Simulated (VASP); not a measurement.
# Ti (I4_1/amd) in VASP: single point with r2SCAN

Aim: the single point of Ti with r2SCAN.

All numbers are computed with VASP 6.6.1; they aren't measurements. Logs are shortened: lines on timing, memory, paths and dates and some standing lists are left out, and cuts for length are marked.

### Step 1. The cell of the first run

The structure is tetragonal, space group I4_1/amd (No. 141). The conventional cell has a = 5.041 Å, b = 5.041 Å, c = 2.750 Å, α = 90.00°, β = 90.00°, γ = 90.00°. Ti (site symmetry -4m2) has 10 Ti at 2.61 to 3.26 Å within 3.4 Å.

### Step 2. Single point, r2SCAN

File POSCAR:

```
Ti
1.0
   -2.5205487218      2.5205487218      1.3750058557
    2.5205487218     -2.5205487218      1.3750058557
    2.5205487218      2.5205487218     -1.3750058557
Ti
2
Direct
    0.0000000000      0.0000000000      0.0000000000
    0.7500000000      0.2500000000      0.5000000000
```

File INCAR.step1:

```
SYSTEM = Ti
ALGO = Normal
EDIFF = 1E-4
ENCUT = 520
GGA = PE
ISMEAR = 0
LASPH = .True.
LCHARG = .False.
LREAL = .False.
LWAVE = .True.
NBANDS = 19
NELM = 100
PREC = Accurate
SIGMA = 0.1
```

File INCAR.step2:

```
SYSTEM = Ti
ALGO = Normal
EDIFF = 1E-6
ENCUT = 520
ISIF = 2
ISMEAR = 0
ISTART = 1
LASPH = .True.
LCHARG = .False.
LMIXTAU = .True.
LREAL = .False.
LWAVE = .False.
METAGGA = R2SCAN
NBANDS = 19
NELM = 100
PREC = Accurate
SIGMA = 0.1
```

File KPOINTS:

```
k-points
0
Gamma
  8 8 8
  0 0 0
```

Potentials or basis: VASP PAW PBE potentials, release 64 (Ti_sv).

Command:

```
$ cat potpaw_PBE.64/Ti_sv/POTCAR > POTCAR
$ cp INCAR.step1 INCAR
$ mpirun -np 1 vasp_std > vasp.out
$ cp INCAR.step2 INCAR
$ mpirun -np 1 vasp_std > vasp.out
```

OUTCAR:

```text
SYSTEM = Ti
   EDIFF = 1E-6
   ENCUT = 520
   ISIF = 2
   ISMEAR = 0
   ISTART = 1
   LASPH = .True.
   LREAL = .False.
   METAGGA = R2SCAN
   NELM = 100
   PREC = Accurate

 ion  position               nearest neighbor table
   1  0.000  0.000  0.000-   2 2.61   2 2.61   2 2.61   2 2.61
   2  0.750  0.250  0.500-   1 2.61   1 2.61   1 2.61   1 2.61

  LATTYP: Found a body centered tetragonal cell.
 ALAT       =     5.0410974436
 C/A-ratio  =     0.5455184595

  Lattice vectors:

 A1 = (  -2.5205487218,   2.5205487218,   1.3750058557)
 A2 = (   2.5205487218,  -2.5205487218,   1.3750058557)
 A3 = (   2.5205487218,   2.5205487218,  -1.3750058557)

Analysis of symmetry for initial positions (statically):
=====================================================================
 Subroutine PRICEL returns:
 Original cell was already a primitive cell.

 Routine SETGRP: Setting up the symmetry group for a
 body centered tetragonal supercell.

 Subroutine GETGRP returns: Found 16 space group operations
 (whereof  8 operations were pure point group operations)
 out of a pool of 16 trial point group operations.

The static configuration has the point symmetry D_2d.
 The point group associated with its full space group is D_4h.

Analysis of symmetry for dynamics (positions and initial velocities):
=====================================================================
 Subroutine PRICEL returns:
 Original cell was already a primitive cell.

 Routine SETGRP: Setting up the symmetry group for a
 body centered tetragonal supercell.

 Subroutine GETGRP returns: Found 16 space group operations
 (whereof  8 operations were pure point group operations)
 out of a pool of 16 trial point group operations.

The dynamic configuration has the point symmetry D_2d.
 The point group associated with its full space group is D_4h.

 Subroutine INISYM returns: Found 16 space group operations
 (whereof  8 operations are pure point group operations),
 and found     1 'primitive' translations

----------------------------------------------------------------------------------------

                                     Primitive cell

  volume of cell :      34.9426
[... 81 lines left out ...]
   ISTART =      1    job   : 0-new  1-cont  2-samecut
   ICHARG =      0    charge: 1-file 2-atom 10-const
   ISPIN  =      1    spin polarized calculation?
   LNONCOLLINEAR =      F non collinear calculations
   LSORBIT =      F    spin-orbit coupling
   LASPH  =      T    aspherical Exc in radial PAW
   ENCUT  =  520.0 eV  38.22 Ry    6.18 a.u.   7.10  7.10  7.10*2*pi/ulx,y,z
   NELM   =    100;   NELMIN=  2; NELMDL=  0     # of ELM steps
   EDIFF  = 0.1E-05   stopping-criterion for ELM
   LREAL  =      F    real-space projection
   EDIFFG = 0.1E-04   stopping-criterion for IOM
   NSW    =      0    number of steps for IOM
   IBRION =     -1    ionic relax: 0-MD 1-quasi-New 2-CG
   NFREE  =      0    steps in history (QN), initial steepest desc. (CG)
   ISIF   =      2    stress and relaxation
   ISYM   =      2    0-nonsym 1-usesym 2-fastsym
   POTIM  = 0.5000    time-step for ionic-motion
   TEBEG  =    0.0;   TEEND  =   0.0 temperature during run
   PSTRESS=    0.0 pullay stress
   NELECT =      24.0000    total number of electrons
   NUPDOWN=      -1.0000    fix difference up-down
   EMIN   =  10.00;   EMAX   =-10.00  energy-range for DOS
   EFERMI =   0.00;   METHOD = LEGACY
   ISMEAR =     0;   SIGMA  =   0.10  broadening in eV -4-tet -1-fermi 0-gaus
   EFERMI_NEDOS =   21; number of points for ismear=-14 and -15
   IALGO  =     38    algorithm
   IMIX   =      4    mixing-type and parameters
     AMIX     =   0.40;   BMIX     =  1.00
     AMIX_MAG =   1.60;   BMIX_MAG =  1.00
  volume/ion in A,a.u.               =      17.47       117.90
  Fermi-wavevector in a.u.,A,eV,Ry     =   1.444421  2.729559 28.386526  2.086351
  Thomas-Fermi vector in A             =   2.562717
   LORBIT       =      0    0 simple, 1 ext, 2 COOP (PROOUT), +10 PAW based schemes
   METAGGA = R2SCAN    functional components
   LHFCALC =     F    Hartree Fock is set to
   AEXX    =    0.0000 exact exchange contribution
   IVDW    =     0    specifies the selected vdW correction
   LEPSILON=     F    determine dielectric tensor
   LRPA    =     F    only Hartree local field effects (RPA)
 non-spin polarized calculation
 Gauss-broadening in eV      SIGMA  =   0.10
  energy-cutoff  :      520.00
  volume of cell :       34.94
 maximum number of plane-waves:       959
   NGX = 15   NGY = 15   NGZ = 15

 number of electron      24.0000011 magnetization

 Free energy of the ion-electron system (eV)
  ---------------------------------------------------
  ext. energy  EPLUGINS =         0.00000000
  ---------------------------------------------------
  free energy    TOTEN  =       -24.97711151 eV

  energy without entropy =      -24.96381152  energy(sigma->0) =      -24.97046151

 E-fermi :   8.0050     XC(G=0): -12.3064

 val. band max:        8.0038119297   @ k =  -0.3750   0.3750   0.1250
 cond. band min:       8.0194997703   @ k =   0.3750   0.0000   0.0000
 fundamental gap:      0.0156878406
 Fermi energy:         8.0049832187

 k-point     1 :       0.0000    0.0000    0.0000
  band No.  band energies     occupation
      1     -50.9058      2.00000
      2     -50.6121      2.00000
      3     -26.4003      2.00000
      4     -26.4002      2.00000
      5     -25.6416      2.00000
      6     -25.6331      2.00000
[... 505 lines left out ...]
      6     -25.9087      2.00000
[... 11 lines left out ...]
     18      12.2629      0.00000
     19      12.8820      0.00000

 [... further k-points ...]

------------------------ aborting loop because EDIFF is reached ----------------------------------------

  FORCE on cell =-STRESS in cart. coord.  units (eV):
  Direction    XX          YY          ZZ          XY          YZ          ZX
  --------------------------------------------------------------------------------------
  -------------------------------------------------------------------------------------
  Total       -0.5004316     -0.5004316      0.4236185      0.0000000      0.0000000      0.0000000
  in kB      -22.9456620    -22.9456620     19.4236447      0.0000000      0.0000000      0.0000000
  external PRESSURE =      -8.8225598 kB  Pullay stress =       0.0000000 kB

 VOLUME and BASIS-vectors are now :
 -----------------------------------------------------------------------------
  energy-cutoff  :      520.00
  volume of cell :       34.94
      direct lattice vectors                 reciprocal lattice vectors
    -2.520548722  2.520548722  1.375005856     0.000000000  0.198369504  0.363634815
     2.520548722 -2.520548722  1.375005856     0.198369504  0.000000000  0.363634815
     2.520548722  2.520548722 -1.375005856     0.198369504  0.198369504  0.000000000

 POSITION                                       TOTAL-FORCE (eV/Angst)
 -----------------------------------------------------------------------------------
      0.00000      0.00000      0.00000        -0.000000      0.000000      0.000000
      0.00000      2.52055      0.68750         0.000000     -0.000000     -0.000000
 -----------------------------------------------------------------------------------
    total drift:                               -0.000000      0.000000      0.000000

  FREE ENERGIE OF THE ION-ELECTRON SYSTEM (eV)
  ---------------------------------------------------
  free  energy   TOTEN  =       -24.9771115070 eV

  energy  without entropy=      -24.9638115204  energy(sigma->0) =      -24.97046151
```

OUTCAR.step1:

```text
SYSTEM = Ti
   EDIFF = 1E-4
   ENCUT = 520
   GGA = PE
   ISMEAR = 0
   LASPH = .True.
   LREAL = .False.
[... 751 lines left out ...]
      0.00000      0.00000      0.00000         0.000000     -0.000000      0.000000
      0.00000      2.52055      0.68750        -0.000000      0.000000     -0.000000
 -----------------------------------------------------------------------------------
    total drift:                               -0.000000      0.000000      0.000000

  FREE ENERGIE OF THE ION-ELECTRON SYSTEM (eV)
  ---------------------------------------------------
  free  energy   TOTEN  =       -14.8091520477 eV

  energy  without entropy=      -14.7945711014  energy(sigma->0) =      -14.80186157
```

OSZICAR.step1:

```text
N       E                     dE             d eps       ncg     rms          rms(c)
DAV:   1     0.261431339887E+03    0.26143E+03   -0.12689E+04  2242   0.156E+03
DAV:   2     0.840772315593E+01   -0.25302E+03   -0.24871E+03  2281   0.439E+02
DAV:   3    -0.156392357508E+02   -0.24047E+02   -0.23591E+02  4189   0.119E+02
DAV:   4    -0.165110225022E+02   -0.87179E+00   -0.86673E+00  2642   0.219E+01
DAV:   5    -0.165506062858E+02   -0.39584E-01   -0.39559E-01  3362   0.365E+00    0.116E+01
DAV:   6    -0.147832510117E+02    0.17674E+01   -0.68578E+00  2662   0.250E+01    0.289E+00
DAV:   7    -0.147857358064E+02   -0.24848E-02   -0.55617E-01  3302   0.513E+00    0.192E+00
DAV:   8    -0.148171186424E+02   -0.31383E-01   -0.20118E-01  2567   0.504E+00    0.708E-01
DAV:   9    -0.148088304556E+02    0.82882E-02   -0.50145E-02  2531   0.227E+00    0.109E-01
DAV:  10    -0.148091262977E+02   -0.29584E-03   -0.26349E-03  3113   0.326E-01    0.801E-02
DAV:  11    -0.148091520477E+02   -0.25750E-04   -0.10300E-04  1702   0.840E-02
   1 F= -.14809152E+02 E0= -.14801862E+02  d E =-.145809E-01
```

It took 89 s on 1 thread of Intel Xeon 6975P-C (Granite Rapids), shared host; peak memory 0.18 GiB.

What came out:

```
Free energy            : -24.9771 eV
Pressure               : -0.9 GPa
Band gap on the k mesh : zero (bands 12 and 13 overlap by 0.38 eV)
```

Caveat: the PAW data sets were made with another functional, which shifts forces and pressure a little.
